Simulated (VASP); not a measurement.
# H9ClO4 in VASP: notebook

Runs on H9ClO4. Level: PBE+D3(BJ). Tasks: single point, molecular dynamics.

All numbers are computed with VASP 6.6.1; they aren't measurements. Logs are shortened: lines on timing, memory, paths and dates and some standing lists are left out, and cuts for length are marked.

### Step 1. The cell of the first run

The cell holds an amorphous packing of atoms, 14 atoms: a = 5.550 Å, b = 5.550 Å, c = 5.550 Å, α = 90.00°, β = 90.00°, γ = 90.00°.

### Step 2. Single point, PBE+D3(BJ)

The input, INCAR:

```
SYSTEM = H9ClO4
PREC     = Accurate       ! precision mode
ENCUT    = 520            ! plane-wave cutoff, eV
EDIFF    = 1E-6           ! SCF threshold, eV
ISMEAR   = -1             ! smearing method
SIGMA    = 0.02           ! smearing width, eV
LREAL    = .FALSE.        ! projectors in reciprocal space
LASPH    = .TRUE.         ! aspherical terms in the spheres
NELM     = 60             ! most SCF steps
ALGO     = Normal         ! electronic algorithm
ISIF     = 2              ! what is computed and relaxed
LWAVE    = .FALSE.        ! write WAVECAR
LCHARG   = .FALSE.        ! write CHGCAR
GGA      = PE             ! functional
IVDW     = 12             ! dispersion correction
NBANDS   = 33             ! bands
```

The input, KPOINTS:

```
Automatic mesh
0
G
  1 1 1
  0 0 0
```

The input, POSCAR:

```
H9ClO4
1.0
    5.5504990000      0.0000000000      0.0000000000
    0.0000000000      5.5504990000      0.0000000000
    0.0000000000      0.0000000000      5.5504990000
O H Cl
4 9 1
Direct
   -0.1464553007      0.1142239644      0.4795244536
    0.5977840911      0.8666067681     -0.1031258631
    0.3229619535      0.3335195628      0.7601478714
    0.5685795097      0.4897938005      0.4289163911
   -0.0014052791      0.1453022512      0.5293397945
   -0.1794072929     -0.0429150604      0.4948383920
    0.7701289560      0.8549861913     -0.1084226842
    0.5353212387      1.0323576313     -0.1412845944
    0.2242861408      0.4530763811      0.8373121047
    0.4653095154      0.4337267694      0.6722458647
    0.5570850477      0.6411675779      0.3360238422
    0.7346366516      0.4230250289      0.4545357093
    0.4116386653      0.8004505541      0.0539951453
    0.1452662184      0.8021260791      0.1297901324
```

Potentials or basis: VASP PAW PBE potentials, release 64 (O, H, Cl).

Run with:

```
> cat potpaw_PBE.64/O/POTCAR potpaw_PBE.64/H/POTCAR potpaw_PBE.64/Cl/POTCAR > POTCAR
> mpirun -np 1 vasp_gam > vasp.out
```

OUTCAR:

```text
SYSTEM = H9ClO4
   PREC = Accurate
   ENCUT = 520
   EDIFF = 1E-6
   ISMEAR = -1
   LREAL = .FALSE.
   LASPH = .TRUE.
   NELM = 60
   ISIF = 2
   GGA = PE
   IVDW = 12
 IVDW          = 12

 ion  position               nearest neighbor table
   1  0.854  0.114  0.480-   5 0.87   6 0.90
   2  0.598  0.867  0.897-   7 0.96   8 1.01  13 1.40
   3  0.323  0.334  0.760-   9 0.96  10 1.08
   4  0.569  0.490  0.429-  11 0.99  12 1.00
   5  0.999  0.145  0.529-   1 0.87
   6  0.821  0.957  0.495-   1 0.90
   7  0.770  0.855  0.892-   2 0.96
   8  0.535  0.032  0.859-   2 1.01
   9  0.224  0.453  0.837-   3 0.96
  10  0.465  0.434  0.672-   3 1.08
  11  0.557  0.641  0.336-   4 0.99
  12  0.735  0.423  0.455-   4 1.00
  13  0.412  0.800  0.054-   2 1.40  14 1.54
  14  0.145  0.802  0.130-  13 1.54

  LATTYP: Found a simple cubic cell.
 ALAT       =     5.5504990000

  Lattice vectors:

 A1 = (   5.5504990000,   0.0000000000,   0.0000000000)
 A2 = (   0.0000000000,   5.5504990000,   0.0000000000)
 A3 = (   0.0000000000,   0.0000000000,   5.5504990000)

Analysis of symmetry for initial positions (statically):
=====================================================================
 Subroutine PRICEL returns:
 Original cell was already a primitive cell.

 Routine SETGRP: Setting up the symmetry group for a
 simple cubic supercell.

 Subroutine GETGRP returns: Found  1 space group operations
 (whereof  1 operations were pure point group operations)
 out of a pool of 48 trial point group operations.

The static configuration has the point symmetry C_1 .

Analysis of symmetry for dynamics (positions and initial velocities):
=====================================================================
 Subroutine PRICEL returns:
 Original cell was already a primitive cell.

 Routine SETGRP: Setting up the symmetry group for a
 simple cubic supercell.

 Subroutine GETGRP returns: Found  1 space group operations
 (whereof  1 operations were pure point group operations)
 out of a pool of 48 trial point group operations.

The dynamic configuration has the point symmetry C_1 .

 Subroutine INISYM returns: Found  1 space group operations
 (whereof  1 operations are pure point group operations),
 and found     1 'primitive' translations

----------------------------------------------------------------------------------------

                                     Primitive cell

  volume of cell :     171.0000

  direct lattice vectors                    reciprocal lattice vectors
     5.550499000  0.000000000  0.000000000     0.180163982  0.000000000  0.000000000
     0.000000000  5.550499000  0.000000000     0.000000000  0.180163982  0.000000000
     0.000000000  0.000000000  5.550499000     0.000000000  0.000000000  0.180163982

  length of vectors
     5.550499000  5.550499000  5.550499000     0.180163982  0.180163982  0.180163982

  position of ions in fractional coordinates (direct lattice)
     0.853544699  0.114223964  0.479524454
     0.597784091  0.866606768  0.896874137
     0.322961953  0.333519563  0.760147871
     0.568579510  0.489793801  0.428916391
     0.998594721  0.145302251  0.529339794
     0.820592707  0.957084940  0.494838392
     0.770128956  0.854986191  0.891577316
     0.535321239  0.032357631  0.858715406
     0.224286141  0.453076381  0.837312105
     0.465309515  0.433726769  0.672245865
     0.557085048  0.641167578  0.336023842
     0.734636652  0.423025029  0.454535709
     0.411638665  0.800450554  0.053995145
     0.145266218  0.802126079  0.129790132

  ion indices of the primitive-cell ions
   primitive index   ion index
                 1           1
                 2           2
                 3           3
                 4           4
                 5           5
                 6           6
                 7           7
                 8           8
                 9           9
                10          10
                11          11
                12          12
                13          13
                14          14

[... 49 lines left out ...]
     AMIX     =   0.40;   BMIX     =  1.00
     AMIX_MAG =   1.60;   BMIX_MAG =  1.00
  volume/ion in A,a.u.               =      12.21        82.43
  Fermi-wavevector in a.u.,A,eV,Ry     =   1.008702  1.906170 13.843647  1.017479
  Thomas-Fermi vector in A             =   2.141585
   LORBIT       =      0    0 simple, 1 ext, 2 COOP (PROOUT), +10 PAW based schemes
   GGA     = PE    functional components
   LHFCALC =     F    Hartree Fock is set to
   AEXX    =    0.0000 exact exchange contribution
   IVDW    =    12    specifies the selected vdW correction
   LEPSILON=     F    determine dielectric tensor
   LRPA    =     F    only Hartree local field effects (RPA)
 non-spin polarized calculation
  energy-cutoff  :      520.00
  volume of cell :      171.00
 maximum number of plane-waves:      2313
 NGX is ok and might be reduce to    42
   NGX = 21   NGY = 21   NGZ = 21

 number of electron      39.9999997 magnetization

 Free energy of the ion-electron system (eV)
  ---------------------------------------------------
  ext. energy  EPLUGINS =         0.00000000
  ---------------------------------------------------
  free energy    TOTEN  =       -62.74957288 eV

  energy without entropy =      -62.74957288  energy(sigma->0) =      -62.74957288

 E-fermi :  -2.5788     XC(G=0):  -6.5968

 val. band max:       -3.0948126627   @ k =   0.0000   0.0000   0.0000
 cond. band min:       0.9157104291   @ k =   0.0000   0.0000   0.0000
 fundamental gap:      4.0105230918
 Fermi energy:        -2.5787518222

 k-point     1 :       0.0000    0.0000    0.0000
  band No.  band energies     occupation
      1     -23.3431      2.00000
      2     -23.1667      2.00000
      3     -22.0688      2.00000
      4     -20.5451      2.00000
      5     -16.3784      2.00000
      6     -11.5688      2.00000
[... 24 lines left out ...]
     31       8.1744      0.00000
     32       8.4985      0.00000
 [bands above 32 left out]

------------------------ aborting loop because EDIFF is reached ----------------------------------------

 Edisp (eV)   -0.51685

 E8    (eV) :    -0.1164

  FORCE on cell =-STRESS in cart. coord.  units (eV):
  Direction    XX          YY          ZZ          XY          YZ          ZX
  --------------------------------------------------------------------------------------
  -------------------------------------------------------------------------------------
  Total       1.55324     2.58375     2.29621     1.95686     0.90419     0.79825
  in kB      14.55297    24.20834    21.51427    18.33468     8.47173     7.47916
  external pressure =       20.09 kB  Pullay stress =        0.00 kB

 VOLUME and BASIS-vectors are now :
 -----------------------------------------------------------------------------
  energy-cutoff  :      520.00
  volume of cell :      171.00
      direct lattice vectors                 reciprocal lattice vectors
     5.550499000  0.000000000  0.000000000     0.180163982  0.000000000  0.000000000
     0.000000000  5.550499000  0.000000000     0.000000000  0.180163982  0.000000000
     0.000000000  0.000000000  5.550499000     0.000000000  0.000000000  0.180163982

 POSITION                                       TOTAL-FORCE (eV/Angst)
 -----------------------------------------------------------------------------------
      4.73760      0.63400      2.66160        -5.919678      3.539044     -2.433755
      3.31800      4.81010      4.97810        -1.828661      0.567169     -0.221489
      1.79260      1.85120      4.21920         1.831016      0.026543     -0.625059
      3.15590      2.71860      2.38070         0.958090      0.615827     -0.289332
      5.54270      0.80650      2.93810         7.361835      1.299884      2.405077
      4.55470      5.31230      2.74660        -0.886964     -4.640718      0.336008
      4.27460      4.74560      4.94870         0.777455      0.274649      0.350494
      2.97130      0.17960      4.76630         0.444843     -0.382204      0.070510
      1.24490      2.51480      4.64750        -0.185524      0.364068      0.614973
      2.58270      2.40740      3.73130        -2.405252     -1.110402      0.496285
      3.09210      3.55880      1.86510         0.434102     -0.725967      0.531455
      4.07760      2.34800      2.52290        -0.844146      0.353363     -0.885149
      2.28480      4.44290      0.29970        -1.241386      0.254783     -0.213603
      0.80630      4.45220      0.72040         1.504270     -0.436038     -0.136414
 -----------------------------------------------------------------------------------
    total drift:                                0.000018      0.000314      0.000849

  FREE ENERGIE OF THE ION-ELECTRON SYSTEM (eV)
  ---------------------------------------------------
  free  energy   TOTEN  =       -63.2664277240 eV

  energy  without entropy=      -63.2664277240  energy(sigma->0) =      -63.26642772
```

It took 7 s on 1 thread of Intel Xeon 6975P-C (Granite Rapids), shared host; peak memory 0.23 GiB.

Results:

```
Free energy                : -63.2664 eV
Pressure                   : 2.0 GPa
Largest force              : 7.853 eV/Å
Band gap on the k mesh     : 4.01 eV
Dispersion energy per atom : -0.037 eV
```

Forces on the atoms (eV/Å):
```
O   -5.920  3.539 -2.434
O   -1.829  0.567 -0.221
O    1.831  0.027 -0.625
O    0.958  0.616 -0.289
H    7.362  1.300  2.405
H   -0.887 -4.641  0.336
H    0.777  0.275  0.350
H    0.445 -0.382  0.071
H   -0.186  0.364  0.615
H   -2.405 -1.110  0.496
H    0.434 -0.726  0.531
H   -0.844  0.353 -0.885
H   -1.241  0.255 -0.214
Cl   1.504 -0.436 -0.136
```

Stress tensor (GPa, compression positive):
```
1.46 1.83 0.75
1.83 2.42 0.85
0.75 0.85 2.15
```

Caveat: the k points lie up to 1.13 Å⁻¹ apart.

### Step 3. Single point, PBE+D3(BJ)

The input, INCAR:

```
  PREC = Accurate
  ENCUT = 520
  EDIFF = 1E-6
  ISMEAR = -1
  SIGMA = 0.02
  LREAL = False
  LASPH = True
  NELM = 80
  ALGO = Normal
  ISIF = 2
  LWAVE = False
  LCHARG = False
  GGA = PE
  IVDW = 12
  NBANDS = 33
```

The input, KPOINTS:

```
regular mesh
0
Gamma
  1 1 1
```

The input, POSCAR:

```
H9ClO4
1.0
    5.5504990000      0.0000000000      0.0000000000
    0.0000000000      5.5504990000      0.0000000000
    0.0000000000      0.0000000000      5.5504990000
O H Cl
4 9 1
Direct
   -0.1664895354      0.1216647368      0.4693812214
    0.6666067321      0.9124585015     -0.1063327820
    0.3037204403      0.2987118816      0.8128458360
    0.4890731446      0.5678408374      0.4621025965
   -0.0381046821      0.0526258990      0.4172777979
   -0.2643546103     -0.0244842851      0.4999550491
    0.8527521580      0.9059005325     -0.0710566744
    0.5897127447      1.0678499357     -0.1055220441
    0.1694982739      0.2810197786      0.9354834583
    0.3042248994      0.4526800203      0.7340961596
    0.3819296247      0.5640934266      0.3112332783
    0.5745069047      0.4145573218      0.4839384711
    0.5838754317      0.7792452534     -0.0060535098
    0.1781461451      0.7656068400      0.0950545167
```

Potentials or basis: VASP PAW PBE potentials, release 64 (O, H, Cl).

Run with:

```
> cat potpaw_PBE.64/O/POTCAR potpaw_PBE.64/H/POTCAR potpaw_PBE.64/Cl/POTCAR > POTCAR
> mpirun -np 1 vasp_gam > vasp.out
```

Wall time 7.7 s (1 thread of Intel Xeon 6975P-C (Granite Rapids), shared host); peak memory 0.23 GiB.

The run converged. Its results:

- Free energy: -63.5684 eV
- Pressure: 0.3 GPa
- Largest force: 9.018 eV/Å
- Band gap on the k mesh: 3.81 eV
- Dispersion energy per atom: -0.037 eV

Forces on the atoms (eV/Å):
```
O   -7.742  2.618  3.033
O    2.042 -2.697  0.648
O   -0.517 -2.229  1.766
O   -0.299  0.030 -0.710
H    7.775 -3.334 -3.124
H   -0.183  0.618 -0.114
H   -0.827  0.020  0.035
H   -1.198  1.320  0.174
H    1.435  0.644 -1.342
H   -0.258  0.973 -0.294
H    0.855 -0.054  1.337
H   -0.065  0.174 -0.554
H   -0.280  1.519 -0.663
Cl  -0.736  0.399 -0.193
```

Stress tensor (GPa, compression positive):
```
 0.38 -2.42 -2.53
-2.42  0.85  1.71
-2.53  1.71 -0.31
```

Levels at points of the mesh, in eV from the valence-band top:
```
           k point  band 18  band 19  band 20  band 21  band 22  band 23
(0.00, 0.00, 0.00)    -0.48    -0.33     0.00     3.81     6.87     7.55
```

Caveat: the k points lie up to 1.13 Å⁻¹ apart.

### Step 4. Single point, PBE+D3(BJ)

The input, INCAR:

```
ALGO = Normal ; EDIFF = 1E-6
ENCUT = 520 ; GGA = PE
ISIF = 2 ; ISMEAR = -1
IVDW = 12 ; LASPH = T
LCHARG = F ; LREAL = F
LWAVE = F ; NBANDS = 33
NELM = 60 ; PREC = Accurate
SIGMA = 0.02
```

The input, KPOINTS:

```
k-points
0
Gamma
  1 1 1
```

The input, POSCAR:

```
H9ClO4
1.0
    5.5504990000      0.0000000000      0.0000000000
    0.0000000000      5.5504990000      0.0000000000
    0.0000000000      0.0000000000      5.5504990000
O H Cl
4 9 1
Direct
   -0.1721286681      0.1387262659      0.3813531000
    0.6934151326      0.8949285461     -0.1041527978
    0.3576795528      0.2458157366      0.8644628168
    0.5071075592      0.6322674772      0.5153951023
   -0.0535987845      0.0150617089      0.2641203971
   -0.3040447354      0.1737321275      0.2632556100
    0.8461221234      0.8828395429      0.0418881257
    0.5912441386      1.0549141618     -0.1089271433
    0.3648861120      0.4246465048      0.9089633202
    0.4364472456      0.2601207567      0.7096659237
    0.3411585157      0.6792362272      0.4742276325
    0.5965589760      0.6055311423      0.3760562789
    0.6507883345      0.7898208792     -0.2629313148
    0.1271417219      0.7494641473      0.1015944693
```

Run with:

```
> cat potpaw_PBE.64/O/POTCAR potpaw_PBE.64/H/POTCAR potpaw_PBE.64/Cl/POTCAR > POTCAR
> mpirun -np 1 vasp_gam > vasp.out
```

Wall time 6.8 s (1 thread of Intel Xeon 6975P-C (Granite Rapids), shared host); peak memory 0.24 GiB.

It converged, with:

| Quantity | Value |
| --- | --- |
| Free energy | -63.4806 eV |
| Pressure | -3.6 GPa |
| Largest force | 3.611 eV/Å |
| Band gap on the k mesh | 4.06 eV |
| Dispersion energy per atom | -0.037 eV |

Forces in eV/Å, atoms in the order of the input:
```
O    0.905 -1.797 -2.943
O   -1.037  0.879 -0.624
O    0.754  1.724  0.628
O   -1.055  0.362  2.882
H   -1.544  2.135  2.469
H    0.770 -0.100  0.876
H   -0.462 -1.161 -2.370
H    0.520 -1.447  0.371
H   -0.437 -1.627  0.022
H   -0.116  0.092 -0.984
H    0.375 -0.003 -0.488
H    1.074 -0.167 -2.016
H    0.623  0.854  1.570
Cl  -0.369  0.258  0.607
```

Stress tensor (GPa, compression positive):
```
-4.16  1.79 -1.16
 1.79 -4.53 -2.91
-1.16 -2.91 -1.98
```

Levels at points of the mesh, in eV from the valence-band top:
| k point | band 18 | band 19 | band 20 | band 21 | band 22 | band 23 |
| --- | --- | --- | --- | --- | --- | --- |
| (0.00, 0.00, 0.00) | -0.30 | -0.11 | 0.00 | 4.06 | 7.21 | 7.69 |

Caveat: the k points lie up to 1.13 Å⁻¹ apart.

### Step 5. Molecular dynamics, PBE+D3(BJ)

The input, INCAR:

```
PREC = Accurate
ENCUT = 520
EDIFF = 1E-5
ISMEAR = -1
SIGMA = 0.02
LREAL = F
LASPH = T
NELM = 80
ALGO = Normal
ISIF = 2
LWAVE = F
LCHARG = F
GGA = PE
IVDW = 12
NBANDS = 33
IBRION = 0
NSW = 40
POTIM = 0.5
TEBEG = 1000.0
TEEND = 1000.0
ISYM = 0
NELMIN = 4
RANDOM_SEED = 630156 0 0
MDALGO = 2
SMASS = 0
```

The input, KPOINTS:

```
regular mesh
0
Gamma
  1 1 1
```

The input, POSCAR:

```
H9ClO4
1.0
    5.5504990000      0.0000000000      0.0000000000
    0.0000000000      5.5504990000      0.0000000000
    0.0000000000      0.0000000000      5.5504990000
O H Cl
4 9 1
Direct
   -0.0517842400      0.1410791400      0.5395341100
    0.5641831000      0.8306071000     -0.1427705500
    0.2475734800      0.4197204800      0.7315836800
    0.6671963600      0.5001781300      0.2873504000
    0.0565403500      0.2660328400      0.6690636100
    0.0107584800     -0.0258556500      0.5490456700
    0.7154942100      0.8528190900     -0.0732602300
    0.5274881700      0.9675238300     -0.2213027700
    0.2685662900      0.4824356100      0.8908725300
    0.3505886800      0.4830443300      0.5847401200
    0.7956928200      0.4128061300      0.1905843200
    0.6959632700      0.3862507400      0.4255596600
    0.3175580700      0.8132220200      0.1269651200
    0.1009415700      0.7655936200      0.1969924200
```

Run with:

```
> cat potpaw_PBE.64/O/POTCAR potpaw_PBE.64/H/POTCAR potpaw_PBE.64/Cl/POTCAR > POTCAR
> mpirun -np 1 vasp_gam > vasp.out
```

It took 2 min on 1 thread of Intel Xeon 6975P-C (Granite Rapids), shared host; peak memory 0.27 GiB.

Results (log left out):

```yaml
Dispersion_energy_per_atom: -0.037 eV
```

The path:
```tsv
step	potential energy change (eV)	largest force (eV/Å)	pressure (GPa)	volume (Å³)	temperature (K)
1	0.0000	4.7373	-0.34	171.00	970
2	0.1969	7.3241	0.61	171.00	889
3	0.2345	8.2390	1.19	171.00	872
4	0.0572	6.8905	1.23	171.00	978
5	-0.2235	4.2900	0.95	171.00	1145
6	-0.4501	2.5389	0.67	171.00	1280
7	-0.5410	2.3259	0.58	171.00	1327
8	-0.4866	2.6847	0.78	171.00	1279
9	-0.3149	3.7139	1.16	171.00	1154
10	-0.0879	4.8756	1.58	171.00	997
11	0.0961	5.2648	1.81	171.00	869
12	0.1401	6.2512	1.63	171.00	825
13	0.0174	5.8995	1.02	171.00	881
14	-0.1995	4.5371	0.16	171.00	992
15	-0.3978	3.5117	-0.69	171.00	1092
16	-0.5002	2.5923	-1.25	171.00	1133
17	-0.4808	3.2536	-1.43	171.00	1098
18	-0.3418	3.9264	-1.20	171.00	992
19	-0.1065	4.3416	-0.66	171.00	833
20	0.1558	6.1648	0.02	171.00	667
21	0.3213	7.7016	0.53	171.00	566
22	0.2937	7.3170	0.69	171.00	580
23	0.1115	5.2562	0.55	171.00	689
24	-0.0912	3.5918	0.36	171.00	819
25	-0.2092	3.1805	0.33	171.00	907
26	-0.2137	2.8506	0.55	171.00	932
27	-0.1268	3.7053	1.00	171.00	905
28	0.0072	4.3897	1.55	171.00	851
29	0.1414	4.7782	2.13	171.00	797
30	0.2455	4.9489	2.56	171.00	763
31	0.3069	5.8809	2.77	171.00	758
32	0.2976	7.8485	2.67	171.00	802
33	0.1712	8.2800	2.20	171.00	921
34	-0.0591	6.8789	1.45	171.00	1107
35	-0.2836	4.3926	0.66	171.00	1296
36	-0.3798	3.7210	0.12	171.00	1408
37	-0.2882	4.1512	-0.01	171.00	1400
38	-0.0218	4.4930	0.20	171.00	1275
39	0.3166	7.6119	0.54	171.00	1099
40	0.5372	9.2243	0.61	171.00	986
```

Caveat: the k points lie up to 1.13 Å⁻¹ apart.
